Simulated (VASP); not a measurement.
# TiAl3 (I4mm) in VASP: further runs

TiAl3 is run at these levels: PBE; tasks: single point.

Everything below comes from runs of VASP 6.6.1. Logs are shortened: lines on timing, memory, paths and dates and some standing lists are left out, and cuts for length are marked.

**1. The cell of the first run**

The structure is tetragonal, space group I4mm (No. 107). The conventional cell has a = 3.845 Å, b = 3.845 Å, c = 8.623 Å, α = 90.00°, β = 90.00°, γ = 90.00°. Ti (site symmetry 4mm) has 12 Al at 2.72 to 2.89 Å within 3.6 Å. Within 3.6 Å of Al (site symmetry 4mm) lie 4 Ti at 2.72 Å and 8 Al at 2.87 to 2.91 Å. Al (site symmetry 2mm) has 8 Al at 2.72 to 2.91 Å and 4 Ti at 2.89 Å within 3.6 Å.

**2. Single point, PBE (atom 2 (Al) moved +0.025 Å along Cartesian [0 0 1])**

The input, INCAR:

```
SYSTEM = TiAl3
ALGO = Fast ; EDIFF = 1E-6
ENCUT = 520 ; GGA = PE
ISIF = 2 ; ISMEAR = 0
LASPH = .True. ; LCHARG = .False.
LREAL = .False. ; LWAVE = .False.
NBANDS = 18 ; NELM = 60
PREC = Accurate ; SIGMA = 0.15
```

The input, KPOINTS:

```
k-points
0
Gamma
  18 18 18
  0 0 0
```

The input, POSCAR:

```
TiAl3
1.0
   -1.9226734292      1.9226734292      4.3114047966
    1.9226734292     -1.9226734292      4.3114047966
    1.9226734292      1.9226734292     -4.3114047966
Ti Al
1 3
Direct
    0.0000000000      0.0000000000      0.0000000000
    0.5028992870      0.5028992870      0.0000000000
    0.7500000000      0.2500000000      0.5000000000
    0.2500000000      0.7500000000      0.5000000000
```

Potentials or basis: VASP PAW PBE potentials, release 64 (Ti_sv, Al).

On the command line:

```
$ cat potpaw_PBE.64/Ti_sv/POTCAR potpaw_PBE.64/Al/POTCAR > POTCAR
$ mpirun -np 1 vasp_std > vasp.out
```

OUTCAR:

```text
SYSTEM = TiAl3
   EDIFF = 1E-6
   ENCUT = 520
   GGA = PE
   ISIF = 2
   ISMEAR = 0
   LASPH = .True.
   LREAL = .False.
   NELM = 60
   PREC = Accurate

 ion  position               nearest neighbor table
   1  0.000  0.000  0.000-   2 2.72   2 2.72   2 2.72   2 2.72   4 2.89   3 2.89   4 2.89   3 2.89
                             3 2.89   4 2.89   3 2.89   4 2.89
   2  0.503  0.503  0.000-   1 2.72   1 2.72   1 2.72   1 2.72   4 2.87   3 2.87   4 2.87   3 2.87
                             4 2.91   3 2.91   3 2.91   4 2.91
   3  0.750  0.250  0.500-   4 2.72   4 2.72   4 2.72   4 2.72   2 2.87   2 2.87   1 2.89   1 2.89
                             1 2.89   1 2.89   2 2.91   2 2.91
   4  0.250  0.750  0.500-   3 2.72   3 2.72   3 2.72   3 2.72   2 2.87   2 2.87   1 2.89   1 2.89
                             1 2.89   1 2.89   2 2.91   2 2.91

  LATTYP: Found a body centered tetragonal cell.
 ALAT       =     3.8453468584
 C/A-ratio  =     2.2424009877

  Lattice vectors:

 A1 = (  -1.9226734292,   1.9226734292,   4.3114047966)
 A2 = (   1.9226734292,  -1.9226734292,   4.3114047966)
 A3 = (   1.9226734292,   1.9226734292,  -4.3114047966)

Analysis of symmetry for initial positions (statically):
=====================================================================
 Subroutine PRICEL returns:
 Original cell was already a primitive cell.

 Routine SETGRP: Setting up the symmetry group for a
 body centered tetragonal supercell.

 Subroutine GETGRP returns: Found  8 space group operations
 (whereof  8 operations were pure point group operations)
 out of a pool of 16 trial point group operations.

The static configuration has the point symmetry C_4v.

Analysis of symmetry for dynamics (positions and initial velocities):
=====================================================================
 Subroutine PRICEL returns:
 Original cell was already a primitive cell.

 Routine SETGRP: Setting up the symmetry group for a
 body centered tetragonal supercell.

 Subroutine GETGRP returns: Found  8 space group operations
 (whereof  8 operations were pure point group operations)
 out of a pool of 16 trial point group operations.

The dynamic configuration has the point symmetry C_4v.

 Subroutine INISYM returns: Found  8 space group operations
 (whereof  8 operations are pure point group operations),
 and found     1 'primitive' translations

----------------------------------------------------------------------------------------

                                     Primitive cell

[... 97 lines left out ...]
   NSW    =      0    number of steps for IOM
   IBRION =     -1    ionic relax: 0-MD 1-quasi-New 2-CG
   NFREE  =      0    steps in history (QN), initial steepest desc. (CG)
   ISIF   =      2    stress and relaxation
   ISYM   =      2    0-nonsym 1-usesym 2-fastsym
   POTIM  = 0.5000    time-step for ionic-motion
   TEBEG  =    0.0;   TEEND  =   0.0 temperature during run
   PSTRESS=    0.0 pullay stress
   NELECT =      21.0000    total number of electrons
   NUPDOWN=      -1.0000    fix difference up-down
   EMIN   =  10.00;   EMAX   =-10.00  energy-range for DOS
   EFERMI =   0.00;   METHOD = LEGACY
   ISMEAR =     0;   SIGMA  =   0.15  broadening in eV -4-tet -1-fermi 0-gaus
   EFERMI_NEDOS =   21; number of points for ismear=-14 and -15
   IALGO  =     68    algorithm
   IMIX   =      4    mixing-type and parameters
     AMIX     =   0.40;   BMIX     =  1.00
     AMIX_MAG =   1.60;   BMIX_MAG =  1.00
  volume/ion in A,a.u.               =      15.94       107.55
  Fermi-wavevector in a.u.,A,eV,Ry     =   1.130623  2.136568 17.392455  1.278309
  Thomas-Fermi vector in A             =   2.267320
   LORBIT       =      0    0 simple, 1 ext, 2 COOP (PROOUT), +10 PAW based schemes
   GGA     = PE    functional components
   LHFCALC =     F    Hartree Fock is set to
   AEXX    =    0.0000 exact exchange contribution
   IVDW    =     0    specifies the selected vdW correction
   LEPSILON=     F    determine dielectric tensor
   LRPA    =     F    only Hartree local field effects (RPA)
 non-spin polarized calculation
 RMM-DIIS sequential band-by-band and
 Gauss-broadening in eV      SIGMA  =   0.15
  energy-cutoff  :      520.00
  volume of cell :       63.75
 maximum number of plane-waves:      1752
 NGX is ok and might be reduce to    40
   NGX = 19   NGY = 19   NGZ = 19

 number of electron      21.0000000 magnetization

 Free energy of the ion-electron system (eV)
  ---------------------------------------------------
  ext. energy  EPLUGINS =         0.00000000
  ---------------------------------------------------
  free energy    TOTEN  =       -20.66973196 eV

  energy without entropy =      -20.65017748  energy(sigma->0) =      -20.65995472

 E-fermi :   8.1738     XC(G=0): -10.7174

 val. band max:        8.1718854614   @ k =  -0.3333  -0.3333   0.0556
 cond. band min:       8.1744786741   @ k =   0.1111   0.1111  -0.0000
 fundamental gap:      0.0025932127
 Fermi energy:         8.1738462100

 k-point     1 :       0.0000    0.0000    0.0000
  band No.  band energies     occupation
      1     -48.3326      2.00000
      2     -24.6448      2.00000
      3     -24.6448      2.00000
      4     -24.5666      2.00000
      5      -1.8573      2.00000
      6       5.3138      2.00000
[... 481 lines left out ...]
      5      -1.2652      2.00000
      6       4.3684      2.00000
[... 10 lines left out ...]
     17      12.3688      0.00000
     18      13.5455      0.00000

 [... further k-points ...]

------------------------ aborting loop because EDIFF is reached ----------------------------------------

  FORCE on cell =-STRESS in cart. coord.  units (eV):
  Direction    XX          YY          ZZ          XY          YZ          ZX
  --------------------------------------------------------------------------------------
  -------------------------------------------------------------------------------------
  Total       -0.0755436     -0.0755436     -0.1081473      0.0000000      0.0000000      0.0000000
  in kB       -1.8985335     -1.8985335     -2.7179183      0.0000000      0.0000000      0.0000000
  external PRESSURE =      -2.1716618 kB  Pullay stress =       0.0000000 kB

 VOLUME and BASIS-vectors are now :
 -----------------------------------------------------------------------------
  energy-cutoff  :      520.00
  volume of cell :       63.75
      direct lattice vectors                 reciprocal lattice vectors
    -1.922673429  1.922673429  4.311404797     0.000000000  0.260054564  0.115971481
     1.922673429 -1.922673429  4.311404797     0.260054564  0.000000000  0.115971481
     1.922673429  1.922673429 -4.311404797     0.260054564  0.260054564  0.000000000

 POSITION                                       TOTAL-FORCE (eV/Angst)
 -----------------------------------------------------------------------------------
      0.00000      0.00000      0.00000        -0.000000     -0.000000     -0.005899
      0.00000      0.00000      4.33640         0.000000      0.000000     -0.096278
     -0.00000      1.92267      2.15570        -0.000000     -0.000000      0.051089
      1.92267     -0.00000      2.15570        -0.000000     -0.000000      0.051089
 -----------------------------------------------------------------------------------
    total drift:                                0.000000      0.000000     -0.000026

  FREE ENERGIE OF THE ION-ELECTRON SYSTEM (eV)
  ---------------------------------------------------
  free  energy   TOTEN  =       -20.6697319583 eV

  energy  without entropy=      -20.6501774818  energy(sigma->0) =      -20.65995472
```

OSZICAR:

```text
N       E                     dE             d eps       ncg     rms          rms(c)
DAV:   1     0.121332635084E+03    0.12133E+03   -0.91994E+03 17280   0.108E+03
DAV:   2    -0.139149147992E+02   -0.13525E+03   -0.13169E+03 17486   0.283E+02
DAV:   3    -0.224719826102E+02   -0.85571E+01   -0.83840E+01 27394   0.662E+01
[... 21 lines left out ...]
RMM:  25    -0.206697276551E+02   -0.17915E-05   -0.22098E-05 19147   0.138E-02    0.650E-02
RMM:  26    -0.206697293652E+02   -0.17101E-05   -0.17103E-05 19036   0.125E-02    0.660E-02
RMM:  27    -0.206697304185E+02   -0.10533E-05   -0.12805E-05 17950   0.109E-02    0.663E-02
RMM:  28    -0.206697312609E+02   -0.84241E-06   -0.10471E-05 17603   0.104E-02    0.665E-02
RMM:  29    -0.206697319583E+02   -0.69743E-06   -0.84592E-06 17408   0.973E-03
   1 F= -.20669732E+02 E0= -.20659955E+02  d E =-.195545E-01
```

Wall time 48 min (1 thread of Oxide Virtual Turin-like, shared host); peak memory 0.62 GiB.

What came out:

* Free energy: -20.6697 eV
* Pressure: -0.2 GPa
* Largest force: 0.096 eV/Å
* Band gap on the k mesh: zero (an odd number of electrons rules out a gap without spin polarisation)

Forces on the atoms (eV/Å):
```
Ti   0.000  0.000 -0.006
Al   0.000  0.000 -0.096
Al   0.000  0.000  0.051
Al   0.000  0.000  0.051
```

Stress tensor (GPa, compression positive):
```
-0.19  0.00  0.00
 0.00 -0.19  0.00
 0.00  0.00 -0.27
```

Caveat: the cell differs from its parent crystal (atom 2 (Al) moved +0.025 Å along Cartesian [0 0 1]).

**3. Single point, PBE (atom 2 (Al) moved +0.087 Å along Cartesian [0 0 1])**

The input, INCAR:

```
SYSTEM = TiAl3
  PREC = Accurate
  ENCUT = 520
  EDIFF = 1E-6
  ISMEAR = 0
  SIGMA = 0.15
  LREAL = .False.
  LASPH = .True.
  NELM = 100
  ALGO = Fast
  ISIF = 2
  LWAVE = .False.
  LCHARG = .False.
  GGA = PE
  NBANDS = 18
```

The input, KPOINTS:

```
regular mesh
0
Gamma
  18 18 18
  0 0 0
```

POSCAR: that of step 2 with these lines changed.

```diff
@@ -9,3 +9,3 @@
     0.0000000000      0.0000000000      0.0000000000
-    0.5028992870      0.5028992870      0.0000000000
+    0.5101475046      0.5101475046      0.0000000000
     0.7500000000      0.2500000000      0.5000000000
```

Potentials or basis: VASP PAW PBE potentials, release 64 (Ti_sv, Al).

On the command line:

```
$ cat potpaw_PBE.64/Ti_sv/POTCAR potpaw_PBE.64/Al/POTCAR > POTCAR
$ mpirun -np 1 vasp_std > vasp.out
```

Run time: 54 min. Hardware: 1 thread of Oxide Virtual Turin-like, shared host; peak memory 0.61 GiB.

It converged, with:

| Property | Result |
| --- | --- |
| Free energy | -20.6561 eV |
| Pressure | 0.1 GPa |
| Largest force | 0.340 eV/Å |
| Band gap on the k mesh | zero (an odd number of electrons rules out a gap without spin polarisation) |

Forces in eV/Å, atoms in the order of the input:
```
Ti   0.000  0.000 -0.021
Al   0.000  0.000 -0.340
Al   0.000  0.000  0.180
Al   0.000  0.000  0.180
```

Levels at points of the mesh, in eV from the Fermi level:
| k point | band 9 | band 10 | band 11 | band 12 | band 13 | band 14 |
| --- | --- | --- | --- | --- | --- | --- |
| (0.00, 0.00, 0.00) | -1.23 | -1.23 | 0.82 | 1.72 | 1.72 | 2.22 |
| (0.50, 0.00, 0.00) | -1.05 | -0.25 | 0.49 | 1.78 | 2.05 | 2.65 |
| (0.50, 0.50, 0.00) | -2.68 | -2.20 | -0.97 | 1.74 | 1.91 | 2.64 |
| (0.50, 0.50, 0.50) | -0.94 | -0.23 | 0.70 | 0.70 | 0.93 | 3.03 |

Caveat: the cell differs from its parent crystal (atom 2 (Al) moved +0.087 Å along Cartesian [0 0 1]).
